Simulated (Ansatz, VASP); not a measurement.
## Two plane-wave programs on TaSi3

```
Si Ta
1.0
     6.49805    0.15025    0.20075
     0.15025    6.71114   -0.08470
     0.20075   -0.08470    6.37638
Si Ta
12 4
Direct
  0.39471 0.91111 0.44929
  0.15971 0.12669 0.58925
  0.94523 0.84892 0.41937
  0.29405 0.19958 0.12219
  0.96200 0.28550 0.99728
  0.55810 0.43333 0.90782
  0.67521 0.08170 0.28848
  0.81738 0.96067 0.86749
  0.76836 0.64192 0.11674
  0.25762 0.80178 0.12413
  0.60096 0.68628 0.63579
  0.79277 0.24281 0.58978
  0.04129 0.47259 0.33934
  0.46039 0.37692 0.45241
  0.13212 0.68328 0.73719
  0.45976 0.02173 0.81238
```

Alike in both runs: task single point; functional PBE; k mesh 4 × 4 × 4; occupations fermi-dirac, width 0.2611 eV; no spin polarisation.

|  | VASP | Ansatz |
| --- | --- | --- |
| version | VASP 6.6.1 | Ansatz 0.2.0 |
| potentials or method | VASP PAW PBE potentials, release 64 (Si, Ta_pv), cutoff 520 eV | scalar-relativistic, plane waves, PAW |
| valence electrons in the cell | 92 | 100 |

|  | VASP | Ansatz | Ansatz less VASP |
| --- | --- | --- | --- |
| gap on the k mesh at the Fermi level (eV) | none | none | - |
| rms of the force components (eV/Å) | 0.958 | 0.959 | +0.0004 |

Atom by atom the forces differ by 0.005 eV/Å (rms over components). A gap of «none» marks a metal or a gap that the smearing closes. The functional is the same, so the differences come from potentials, cutoffs and numerics. VASP's potentials hold 92 valence electrons a cell and Ansatz's 100, so a difference there can come from the potentials and not from the codes.

Spin-orbit coupling is off throughout.
